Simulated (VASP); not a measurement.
Ce:

```
Ce
1.0
     0.00000    2.33904    2.33904
     2.33904    0.00000    2.33904
     2.33904    2.33904    0.00000
Ce
1
Direct
  0.00000 0.00000 0.00000
```

Base run:

```yaml
Program: VASP 6.6.1
Functional: r2SCAN
Potentials_or_basis: VASP PAW PBE potentials, release 64 (Ce)
Cutoff: 520 eV
k_mesh: 12 × 12 × 12
Occupations: fermi-dirac, width 0.01 eV
Spin: no spin polarisation
```

Its results: band gap on the k mesh zero (band 6 reaches 10.40 eV, above the bottom of band 7 at 9.87 eV); pressure -0.8 GPa.

Task: After a change of settings the same cell gave: band gap on the k mesh zero (band 6 reaches 10.56 eV, above the bottom of band 7 at 9.96 eV); pressure 3.3 GPa. Which change was it?
A. occupations from fermi-dirac, width 0.01 eV to fermi-dirac, width 0.03 eV
B. occupations from fermi-dirac, width 0.01 eV to fermi-dirac, width 0.3 eV
C. k mesh from 12 × 12 × 12 to 6 × 6 × 6; occupations from fermi-dirac, width 0.01 eV to fermi-dirac, width 0.1 eV
D. occupations from fermi-dirac, width 0.01 eV to fermi-dirac, width 0.2 eV; further incar settings from ALGO = Normal; EDIFF = 1e-07; NBANDS = 12 to ALGO = Normal; EDIFF = 1e-06; NBANDS = 12

Result: B.

Caveats: the PAW data sets were made with another functional, which shifts forces and pressure a little; spin-orbit coupling is left out, which moves the levels of the heavy elements.
